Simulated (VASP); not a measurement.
Set up this calculation in VASP 6.6.1, as the native input.

```yaml
Task: single point
Functional: PBE
Dispersion: D3(BJ)
Potentials_or_basis: VASP PAW PBE potentials, release 64 (W_sv, Se)
Cutoff: 520 eV
k_mesh: 9 × 9 × 4
Occupations: gaussian, width 0.05 eV
Spin: no spin polarisation
Dipole_correction: no
Further_INCAR_settings: ALGO = Normal; EDIFF = 1e-06; NBANDS = 20
```

The structure of WSe2 lies in POSCAR:

```
WSe2
1.0
    3.0002717266      0.0000000000      0.0000000000
   -1.5001358633      2.8822800071      0.0000000000
    0.0000000000      0.0000000000      7.4960124464
W Se
1 2
Direct
    0.0000000000      0.0000000000      0.0000000000
    0.3333333333      0.6666666667      0.2405528385
    0.3333333333      0.6666666667      0.7594471615
```

This cell differs from its parent crystal: strain +e along x and -e along y -0.0500, strain +e along z and -e/2 along x and y +0.0700.

One way to write it, as run:

INCAR

```
PREC = Accurate ; ENCUT = 520
EDIFF = 1E-6 ; ISMEAR = 0
SIGMA = 0.05 ; LREAL = False
LASPH = True ; NELM = 100
ALGO = Normal ; ISIF = 2
LWAVE = False ; LCHARG = False
GGA = PE ; IVDW = 12
NBANDS = 20
```

KPOINTS

```
Automatic mesh
0
Gamma
  9 9 4
```

Potentials or basis: VASP PAW PBE potentials, release 64 (W_sv, Se).

The run is started by

```bash
$ cat potpaw_PBE.64/W_sv/POTCAR potpaw_PBE.64/Se/POTCAR > POTCAR
$ mpirun -np 1 vasp_std > vasp.out
```

It gave:

| Quantity | Value |
| --- | --- |
| Pressure | 1.0 GPa |
| Largest force | 1.044 eV/Å |
| Band gap on the k mesh | 0.37 eV (least direct gap 1.14 eV) |
| Dispersion energy per atom | -0.436 eV |

Caveat: the cell differs from its parent crystal (strain +e along x and -e along y -0.0500, strain +e along z and -e/2 along x and y +0.0700); the stress differs along the axes, from -11 to 18 GPa; spin-orbit coupling is left out, which moves the levels of the heavy elements; forces of over 1 eV/Å act on the atoms, so gaps and moduli don't describe the material at rest.

It took 70 s on 1 thread of AMD EPYC 7R13, with other jobs on the host, peak memory 0.25 GiB.
